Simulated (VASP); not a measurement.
Set up this calculation in VASP 6.6.1, as the native input.

```
Task                   : single point
Functional             : PBE
Potentials or basis    : VASP PAW PBE potentials, release 64 (Ti_sv, C)
Cutoff                 : 520 eV
k mesh                 : 16 × 16 × 16
Occupations            : gaussian, width 0.1 eV
Spin                   : no spin polarisation
Dipole correction      : no
Further INCAR settings : ALGO = Normal; EDIFF = 1e-06; NBANDS = 15
```

The structure of TiC lies in POSCAR:

```
TiC
1.0
    0.0000000000      2.2363427245      2.2363427245
    2.2363427245      0.0000000000      2.2363427245
    2.2363427245      2.2363427245      0.0000000000
Ti C
1 1
Direct
    0.0000000000      0.0000000000      0.0000000000
    0.5000000000      0.5000000000      0.5000000000
```

One way to write it, as run:

INCAR

```
SYSTEM = TiC
ALGO = Normal ; EDIFF = 1E-6
ENCUT = 520 ; GGA = PE
ISIF = 2 ; ISMEAR = 0
LASPH = .True. ; LCHARG = .False.
LREAL = .False. ; LWAVE = .False.
NBANDS = 15 ; NELM = 100
PREC = Accurate ; SIGMA = 0.1
```

KPOINTS

```
k-points
0
Gamma
  16 16 16
  0 0 0
```

Potentials or basis: VASP PAW PBE potentials, release 64 (Ti_sv, C).

Run with:

```console
$ cat potpaw_PBE.64/Ti_sv/POTCAR potpaw_PBE.64/C/POTCAR > POTCAR
$ mpirun -np 1 vasp_std > vasp.out
```

It gave:

```json
{
 "Pressure": "-19.5 GPa",
 "Band gap on the k mesh": "zero (bands 8 and 9 overlap by 1.03 eV)"
}
```

Caveat: the cell stands under tension.

It took 58 s on 1 thread of Intel Xeon 8259CL (shared host), peak memory 0.18 GiB.
